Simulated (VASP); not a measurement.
Wanted: the native input for a VASP 6.6.1 run.

```
Task                   : single point
Functional             : PBE
Potentials or basis    : VASP PAW PBE potentials, release 64 (Co, O)
Cutoff                 : 520 eV
k mesh                 : 6 × 6 × 4
Occupations            : gaussian, width 0.05 eV
Spin                   : collinear spin, ferromagnetic start
Starting moments       : [1.48, 2.68, 0.0, 0.0] μB
Hubbard terms          : Co d U = 3.3 eV
Dipole correction      : no
Further INCAR settings : ALGO = Normal; EDIFF = 1e-06; NBANDS = 27
```

The structure of CoO lies in POSCAR:

```
CoO
1.0
    2.9716444736      0.0000000000      0.0000000000
   -1.4858222368      2.5735196052      0.0000000000
    0.0000000000      0.0000000000      5.0171135671
Co O
2 2
Direct
    0.0000000000      0.0000000000      0.0000000000
    0.0000000000      0.0000000000      0.5000000000
    0.3333333333      0.6666666667      0.2454700019
    0.6666666667      0.3333333333      0.7545299981
```

These files were run (other wordings do the same):

INCAR

```
SYSTEM = CoO
PREC     = Accurate       ! precision mode
ENCUT    = 520            ! plane-wave cutoff, eV
EDIFF    = 1E-6           ! SCF threshold, eV
ISMEAR   = 0              ! smearing method
SIGMA    = 0.05           ! smearing width, eV
LREAL    = .FALSE.        ! projectors in reciprocal space
LASPH    = .TRUE.         ! aspherical terms in the spheres
NELM     = 150            ! most SCF steps
ALGO     = Normal         ! electronic algorithm
ISIF     = 2              ! what is computed and relaxed
LWAVE    = .FALSE.        ! write WAVECAR
LCHARG   = .FALSE.        ! write CHGCAR
ISPIN    = 2              ! spin polarisation
MAGMOM   = 1.48 2.68 0 0  ! initial moments
LORBIT   = 11             ! projections on sites
LMAXMIX  = 4              ! l up to which the mixer works
LDAU     = .TRUE.         ! DFT+U
LDAUTYPE = 2            
LDAUL    = 2 -1           ! shell
LDAUU    = 3.3 0          ! U, eV
LDAUJ    = 0 0          
LDAUPRINT= 1            
GGA      = PE             ! functional
NBANDS   = 27             ! bands
```

KPOINTS

```
regular mesh
0
G
  6 6 4
  0 0 0
```

Potentials or basis: VASP PAW PBE potentials, release 64 (Co, O).

Launch:

```sh
$ cat potpaw_PBE.64/Co/POTCAR potpaw_PBE.64/O/POTCAR > POTCAR
$ mpirun -np 1 vasp_std > vasp.out
```

It gave:

```json
{
 "Pressure": "8.3 GPa",
 "Largest force": "0.360 eV/Å",
 "Band gap on the k mesh": "zero (filled and empty bands overlap)",
 "Net moment": "5.99 μB per cell",
 "Site moments": "Co +2.70, +2.71; O +0.25 μB",
 "Valence electrons inside the program's atomic spheres": "Co 7.91, 7.86; O 5.00"
}
```

Caveat: the k points lie up to 0.41 Å⁻¹ apart.

Wall time 74 s on 1 thread of Intel Xeon 6975P-C, on a shared host, peak memory 0.2 GiB.
